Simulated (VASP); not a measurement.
A run of VASP 6.6.1 is set up as follows.

INCAR

```
PREC = Accurate
ENCUT = 520
EDIFF = 1E-6
ISMEAR = 0
SIGMA = 0.02
LREAL = False
LASPH = True
NELM = 100
ALGO = Normal
ISIF = 2
LWAVE = False
LCHARG = True
GGA = PS
LELF = True
LVHAR = True
NBANDS = 31
```

The input KPOINTS:

```
regular mesh
0
Gamma
  6 8 4
```

Contents of POSCAR:

```
Al3GaN4
1.0
    5.0434079197      0.0000000000      0.0000869255
    0.0000000000      3.1300738974      0.0000000000
   -0.0030193388      0.0000000000      5.2554522605
Al Ga N
3 1 4
Direct
    0.4991677007      0.5000000000      0.1683164839
   -0.0003691360      0.5000000000      0.8340723944
   -0.0001449893      0.0000000000      0.3305553354
    0.4974952920      0.0000000000      0.6673399548
    0.1121660057      0.0000000000      0.6695660405
    0.1240816039      0.5000000000      0.1703626966
    0.6266169710      0.5000000000      0.8369199220
    0.6245855523      0.0000000000      0.3228681723
```

Potentials or basis: VASP PAW PBE potentials, release 64 (Al, Ga_d, N).

The run is started by

```sh
$ cat potpaw_PBE.64/Al/POTCAR potpaw_PBE.64/Ga_d/POTCAR potpaw_PBE.64/N/POTCAR > POTCAR
$ mpirun -np 1 vasp_std > vasp.out
```

Q: Estimate the band gap on the k mesh.

A: 3.65 eV.

Q: Estimate the largest force.

A: 0.021 eV/Å.

Q: What does it give for the pressure?

A: 6.4 GPa.

Forces in eV/Å, atoms in the order of the input:
```
Al  -0.001  0.000  0.002
Al  -0.003  0.000  0.000
Al  -0.003  0.000 -0.004
Ga   0.007  0.000  0.004
N    0.011  0.000  0.002
N    0.003  0.000  0.002
N   -0.009  0.000 -0.018
N   -0.005  0.000  0.013
```

Caveat: the cell stands under pressure; the PAW data sets were made with another functional, which shifts forces and pressure a little. A k mesh can miss the band edges.
